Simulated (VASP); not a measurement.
# HfN (P6_3/mmc) in VASP: a series of runs

The runs below take HfN through single point, with PBEsol, PBE.

Program: VASP 6.6.1. These are calculated values, not measurements. Logs are shortened: lines on timing, memory, paths and dates and some standing lists are left out, and cuts for length are marked.

### 1 The cell of the first run

Symmetry: P6_3/mmc, No. 194, hexagonal system. Conventional cell: a = 3.134 Å, b = 3.134 Å, c = 5.417 Å, α = 90.00°, β = 90.00°, γ = 120.00°. Within 3.0 Å of Hf (site symmetry -6m2) lie 6 N at 2.26 Å. N (site symmetry -3m) has 6 Hf at 2.26 Å and 2 N at 2.71 Å within 3.0 Å.

### 2 Single point, PBEsol

INCAR

```
ALGO     = Normal         # electronic algorithm
EDIFF    = 1E-6           # SCF threshold, eV
ENCUT    = 520            # plane-wave cutoff, eV
GGA      = PS             # functional
ISIF     = 2              # what is computed and relaxed
ISMEAR   = -1             # smearing method
LASPH    = True           # aspherical terms in the spheres
LCHARG   = False          # write CHGCAR
LREAL    = False          # projectors in reciprocal space
LWAVE    = False          # write WAVECAR
NBANDS   = 23             # bands
NELM     = 100            # most SCF steps
PREC     = Accurate       # precision mode
SIGMA    = 0.03           # smearing width, eV
```

KPOINTS

```
k-points
0
Gamma
  6 6 3
```

POSCAR

```
HfN
1.0
    3.1339080219      0.0000000000      0.0000000000
   -1.5669540110      2.7140439601      0.0000000000
    0.0000000000      0.0000000000      5.4167677200
Hf N
2 2
Direct
    0.3333333333      0.6666666667      0.2500000000
    0.6666666667      0.3333333333      0.7500000000
    0.0000000000      0.0000000000      0.5000000000
    0.0000000000      0.0000000000      0.0000000000
```

Potentials or basis: VASP PAW PBE potentials, release 64 (Hf_pv, N).

Command:

```sh
$ cat potpaw_PBE.64/Hf_pv/POTCAR potpaw_PBE.64/N/POTCAR > POTCAR
$ mpirun -np 1 vasp_std > vasp.out
```

OUTCAR:

```text
EDIFF = 1E-6
   ENCUT = 520
   GGA = PS
   ISIF = 2
   ISMEAR = -1
   LASPH = True
   LREAL = False
   NELM = 100
   PREC = Accurate

 ion  position               nearest neighbor table
   1  0.333  0.667  0.250-   3 2.26   4 2.26   3 2.26   4 2.26   3 2.26   4 2.26   2 3.26   2 3.26
                             2 3.26   2 3.26   2 3.26   2 3.26
   2  0.667  0.333  0.750-   3 2.26   4 2.26   3 2.26   4 2.26   3 2.26   4 2.26   1 3.26   1 3.26
                             1 3.26   1 3.26   1 3.26   1 3.26
   3  0.000  0.000  0.500-   1 2.26   2 2.26   2 2.26   1 2.26   2 2.26   1 2.26
   4  0.000  0.000  0.000-   1 2.26   2 2.26   2 2.26   1 2.26   2 2.26   1 2.26

  LATTYP: Found a hexagonal cell.
 ALAT       =     3.1339080219
 C/A-ratio  =     1.7284386402

  Lattice vectors:

 A1 = (   3.1339080219,   0.0000000000,   0.0000000000)
 A2 = (  -1.5669540110,   2.7140439601,   0.0000000000)
 A3 = (   0.0000000000,   0.0000000000,   5.4167677200)

Analysis of symmetry for initial positions (statically):
=====================================================================
 Subroutine PRICEL returns:
 Original cell was already a primitive cell.

 Routine SETGRP: Setting up the symmetry group for a
 hexagonal supercell.

 Subroutine GETGRP returns: Found 24 space group operations
 (whereof 12 operations were pure point group operations)
 out of a pool of 24 trial point group operations.

The static configuration has the point symmetry D_3d.
 The point group associated with its full space group is D_6h.

Analysis of symmetry for dynamics (positions and initial velocities):
=====================================================================
 Subroutine PRICEL returns:
 Original cell was already a primitive cell.

 Routine SETGRP: Setting up the symmetry group for a
 hexagonal supercell.

 Subroutine GETGRP returns: Found 24 space group operations
 (whereof 12 operations were pure point group operations)
 out of a pool of 24 trial point group operations.

The dynamic configuration has the point symmetry D_3d.
 The point group associated with its full space group is D_6h.

 Subroutine INISYM returns: Found 24 space group operations
 (whereof 12 operations are pure point group operations),
 and found     1 'primitive' translations

----------------------------------------------------------------------------------------

                                     Primitive cell

  volume of cell :      46.0727

[... 80 lines left out ...]
   NELM   =    100;   NELMIN=  2; NELMDL= -5     # of ELM steps
   EDIFF  = 0.1E-05   stopping-criterion for ELM
   LREAL  =      F    real-space projection
   EDIFFG = 0.1E-04   stopping-criterion for IOM
   NSW    =      0    number of steps for IOM
   IBRION =     -1    ionic relax: 0-MD 1-quasi-New 2-CG
   NFREE  =      0    steps in history (QN), initial steepest desc. (CG)
   ISIF   =      2    stress and relaxation
   ISYM   =      2    0-nonsym 1-usesym 2-fastsym
   POTIM  = 0.5000    time-step for ionic-motion
   TEBEG  =    0.0;   TEEND  =   0.0 temperature during run
   PSTRESS=    0.0 pullay stress
   NELECT =      30.0000    total number of electrons
   NUPDOWN=      -1.0000    fix difference up-down
   EMIN   =  10.00;   EMAX   =-10.00  energy-range for DOS
   EFERMI =   0.00;   METHOD = LEGACY
   ISMEAR =    -1;   SIGMA  =   0.03  broadening in eV -4-tet -1-fermi 0-gaus
   EFERMI_NEDOS =   21; number of points for ismear=-14 and -15
   IALGO  =     38    algorithm
   IMIX   =      4    mixing-type and parameters
     AMIX     =   0.40;   BMIX     =  1.00
     AMIX_MAG =   1.60;   BMIX_MAG =  1.00
  volume/ion in A,a.u.               =      11.52        77.73
  Fermi-wavevector in a.u.,A,eV,Ry     =   1.418951  2.681429 27.394278  2.013423
  Thomas-Fermi vector in A             =   2.540023
   LORBIT       =      0    0 simple, 1 ext, 2 COOP (PROOUT), +10 PAW based schemes
   GGA     = PS    functional components
   LHFCALC =     F    Hartree Fock is set to
   AEXX    =    0.0000 exact exchange contribution
   IVDW    =     0    specifies the selected vdW correction
   LEPSILON=     F    determine dielectric tensor
   LRPA    =     F    only Hartree local field effects (RPA)
 non-spin polarized calculation
  energy-cutoff  :      520.00
  volume of cell :       46.07
 maximum number of plane-waves:      1275
 NGX is ok and might be reduce to    24
   NGX = 11   NGY = 11   NGZ = 21

 number of electron      30.0000001 magnetization

 Free energy of the ion-electron system (eV)
  ---------------------------------------------------
  ext. energy  EPLUGINS =         0.00000000
  ---------------------------------------------------
  free energy    TOTEN  =       -45.86962648 eV

  energy without entropy =      -45.86690463  energy(sigma->0) =      -45.86826555

 E-fermi :   7.9473     XC(G=0): -12.9021

 val. band max:        7.9179300578   @ k =   0.1667   0.0000   0.0000
 cond. band min:       8.1583395612   @ k =   0.3333   0.0000   0.3333
 fundamental gap:      0.2404095034
 Fermi energy:         7.9472958034

 k-point     1 :       0.0000    0.0000    0.0000
  band No.  band energies     occupation
      1     -23.8664      2.00000
      2     -22.9940      2.00000
      3     -22.9043      2.00000
      4     -22.9043      2.00000
      5     -22.8427      2.00000
      6     -22.8427      2.00000
[... 353 lines left out ...]
     22      13.7832      0.00000
     23      14.9018      0.00000

------------------------ aborting loop because EDIFF is reached ----------------------------------------

  FORCE on cell =-STRESS in cart. coord.  units (eV):
  Direction    XX          YY          ZZ          XY          YZ          ZX
  --------------------------------------------------------------------------------------
  -------------------------------------------------------------------------------------
  Total       -1.5289090     -1.5289090     -0.9699750      0.0000000     -0.0000000      0.0000000
  in kB      -53.1678225    -53.1678225    -33.7308894      0.0000000     -0.0000000      0.0000000
  external PRESSURE =     -46.6888448 kB  Pullay stress =       0.0000000 kB

 VOLUME and BASIS-vectors are now :
 -----------------------------------------------------------------------------
  energy-cutoff  :      520.00
  volume of cell :       46.07
      direct lattice vectors                 reciprocal lattice vectors
     3.133908022  0.000000000  0.000000000     0.319090411  0.184226935  0.000000000
    -1.566954011  2.714043960  0.000000000     0.000000000  0.368453870  0.000000000
     0.000000000  0.000000000  5.416767720     0.000000000  0.000000000  0.184611940

 POSITION                                       TOTAL-FORCE (eV/Angst)
 -----------------------------------------------------------------------------------
     -0.00000      1.80936      1.35419         0.000000      0.000000      0.000000
      1.56695      0.90468      4.06258        -0.000000      0.000000      0.000000
      0.00000      0.00000      2.70838         0.000000      0.000000      0.000000
      0.00000      0.00000      0.00000         0.000000      0.000000      0.000000
 -----------------------------------------------------------------------------------
    total drift:                                0.000000     -0.000000      0.000000

  FREE ENERGIE OF THE ION-ELECTRON SYSTEM (eV)
  ---------------------------------------------------
  free  energy   TOTEN  =       -45.8696264839 eV

  energy  without entropy=      -45.8669046253  energy(sigma->0) =      -45.86826555
```

OSZICAR:

```text
N       E                     dE             d eps       ncg     rms          rms(c)
DAV:   1     0.114555859439E+03    0.11456E+03   -0.16340E+04   644   0.130E+03
DAV:   2    -0.455097573462E+02   -0.16007E+03   -0.15235E+03   858   0.314E+02
DAV:   3    -0.514215454595E+02   -0.59118E+01   -0.58676E+01   833   0.480E+01
DAV:   4    -0.514700445145E+02   -0.48499E-01   -0.48475E-01   708   0.491E+00
DAV:   5    -0.514707540045E+02   -0.70949E-03   -0.70932E-03   882   0.447E-01    0.751E+01
DAV:   6    -0.460611530410E+02    0.54096E+01   -0.24207E+01   770   0.254E+01    0.567E+01
DAV:   7    -0.459135760325E+02    0.14758E+00   -0.19790E+00   757   0.834E+00    0.220E+01
DAV:   8    -0.458781231671E+02    0.35453E-01   -0.13958E-01   860   0.237E+00    0.346E+00
DAV:   9    -0.458705908408E+02    0.75323E-02   -0.39612E-02   714   0.113E+00    0.294E+00
DAV:  10    -0.458700160249E+02    0.57482E-03   -0.97063E-03   763   0.601E-01    0.135E+00
DAV:  11    -0.458696238162E+02    0.39221E-03   -0.16443E-03   763   0.255E-01    0.654E-02
DAV:  12    -0.458696268556E+02   -0.30395E-05   -0.84601E-05   806   0.631E-02    0.126E-01
DAV:  13    -0.458696264839E+02    0.37174E-06   -0.38437E-06   644   0.121E-02
   1 F= -.45869626E+02 E0= -.45868266E+02  d E =-.272186E-02
```

It took 15 s on 1 thread of Intel Xeon Platinum 8259CL at 2.50GHz (Skylake/Cascade Lake), shared host; peak memory 0.16 GiB.

What came out:

* Free energy: -45.8696 eV
* Pressure: -4.7 GPa
* Band gap on the k mesh: zero (band 15 reaches 8.85 eV, above the bottom of band 16 at 7.88 eV)

Caveat: the k points lie up to 0.39 Å⁻¹ apart; the PAW data sets were made with another functional, which shifts forces and pressure a little; spin-orbit coupling is left out, which moves the levels of the heavy elements.

### 3 Single point, PBEsol

INCAR

```
SYSTEM = HfN
  ALGO = Normal
  EDIFF = 1E-6
  ENCUT = 520
  GGA = PS
  ISIF = 2
  ISMEAR = -1
  LASPH = .TRUE.
  LCHARG = .FALSE.
  LREAL = .FALSE.
  LWAVE = .FALSE.
  NBANDS = 23
  NELM = 80
  PREC = Accurate
  SIGMA = 0.05
```

KPOINTS

```
k-points
0
G
  10 10 5
  0 0 0
```

POSCAR is that of step 2.

Potentials or basis: VASP PAW PBE potentials, release 64 (Hf_pv, N).

Command:

```sh
$ cat potpaw_PBE.64/Hf_pv/POTCAR potpaw_PBE.64/N/POTCAR > POTCAR
$ mpirun -np 1 vasp_std > vasp.out
```

Wall time 21 s (1 thread of Intel Xeon Platinum 8559C (Emerald Rapids), shared host); peak memory 0.18 GiB.

The run converged. Its results:

```yaml
Free_energy: -45.8538 eV
Pressure: -4.5 GPa
Band_gap_on_the_k_mesh: zero (band 15 reaches 9.19 eV, above the bottom of band 16 at 7.50 eV)
```

Stress tensor (GPa, compression positive):
```
-4.27  0.00  0.00
 0.00 -4.27  0.00
 0.00  0.00 -5.01
```

Levels at points of the mesh, in eV from the Fermi level:
```
           k point  band 11  band 12  band 13  band 14  band 15  band 16  band 17  band 18  band 19  band 20
(0.00, 0.00, 0.00)    -4.78    -3.63    -3.63    -1.76    -0.69     0.66     0.66     1.00     1.78     1.78
(0.50, 0.00, 0.00)    -5.83    -5.53    -3.30    -2.87    -2.46     2.40     2.68     4.39     4.60     5.45
```

Caveat: the PAW data sets were made with another functional, which shifts forces and pressure a little; spin-orbit coupling is left out, which moves the levels of the heavy elements.

### 4 Single point, PBE

INCAR

```
SYSTEM = HfN
  ALGO = Normal
  EDIFF = 1E-6
  ENCUT = 520
  GGA = PE
  ISIF = 2
  ISMEAR = -1
  LASPH = .TRUE.
  LCHARG = .TRUE.
  LELF = .TRUE.
  LREAL = .FALSE.
  LVHAR = .TRUE.
  LWAVE = .FALSE.
  NBANDS = 23
  NELM = 100
  PREC = Accurate
  SIGMA = 0.05
```

KPOINTS is that of step 3.

POSCAR is that of step 3.

Command:

```sh
$ cat potpaw_PBE.64/Hf_pv/POTCAR potpaw_PBE.64/N/POTCAR > POTCAR
$ mpirun -np 1 vasp_std > vasp.out
```

Wall time 48 s (1 thread of Intel Xeon Platinum 8175M at 2.50GHz (Skylake/Cascade Lake), shared host); peak memory 0.18 GiB.

It converged, with:

```
Free energy            : -43.3917 eV
Pressure               : 3.8 GPa
Band gap on the k mesh : zero (band 15 reaches 9.38 eV, above the bottom of band 16 at 7.70 eV)
```

Stress tensor (GPa, compression positive):
```
3.87 0.00 0.00
0.00 3.87 0.00
0.00 0.00 3.58
```

Levels at points of the mesh, in eV from the Fermi level:
```tsv
k point	band 13	band 14	band 15	band 16	band 17	band 18
(0.00, 0.00, 0.00)	-3.66	-1.81	-0.66	0.68	0.68	0.98
(0.50, 0.00, 0.00)	-3.34	-2.85	-2.50	2.37	2.68	4.38
```

Caveat: spin-orbit coupling is left out, which moves the levels of the heavy elements.

### 5 Single point, PBEsol (volume scaled by 0.94)

INCAR

```
SYSTEM = HfN
PREC = Accurate
ENCUT = 520
EDIFF = 1E-6
ISMEAR = -1
SIGMA = 0.05
LREAL = .FALSE.
LASPH = .TRUE.
NELM = 100
ALGO = Normal
ISIF = 2
LWAVE = .FALSE.
LCHARG = .TRUE.
GGA = PS
LELF = .TRUE.
LVHAR = .TRUE.
NBANDS = 23
```

KPOINTS

```
Automatic mesh
0
G
  10 10 5
  0 0 0
```

POSCAR

```
HfN
1.0
    3.0699327642      0.0000000000      0.0000000000
   -1.5349663822      2.6586397618      0.0000000000
    0.0000000000      0.0000000000      5.3061904127
Hf N
2 2
Direct
    0.3333333333      0.6666666667      0.2500000000
    0.6666666667      0.3333333333      0.7500000000
    0.0000000000      0.0000000000      0.5000000000
    0.0000000000      0.0000000000      0.0000000000
```

Command:

```sh
$ cat potpaw_PBE.64/Hf_pv/POTCAR potpaw_PBE.64/N/POTCAR > POTCAR
$ mpirun -np 1 vasp_std > vasp.out
```

It took 14 s on 1 thread of Intel Xeon 6975P-C (Granite Rapids), shared host; peak memory 0.18 GiB.

The run converged. Its results:

| Quantity | Value |
| --- | --- |
| Free energy | -45.7762 eV |
| Pressure | 14.3 GPa |
| Band gap on the k mesh | zero (band 15 reaches 9.89 eV, above the bottom of band 16 at 8.01 eV) |

Stress tensor (GPa, compression positive):
```
14.51  0.00  0.00
 0.00 14.51  0.00
 0.00  0.00 13.93
```

Levels at points of the mesh, in eV from the Fermi level:
| k point | band 12 | band 13 | band 14 | band 15 | band 16 | band 17 | band 18 | band 19 |
| --- | --- | --- | --- | --- | --- | --- | --- | --- |
| (0.00, 0.00, 0.00) | -3.82 | -3.82 | -1.78 | -0.78 | 0.66 | 0.66 | 1.39 | 1.87 |
| (0.50, 0.00, 0.00) | -5.85 | -3.35 | -3.04 | -2.51 | 2.62 | 2.92 | 4.74 | 4.96 |

Caveat: the PAW data sets were made with another functional, which shifts forces and pressure a little; spin-orbit coupling is left out, which moves the levels of the heavy elements.

(Part 1 of 2 ends here.)
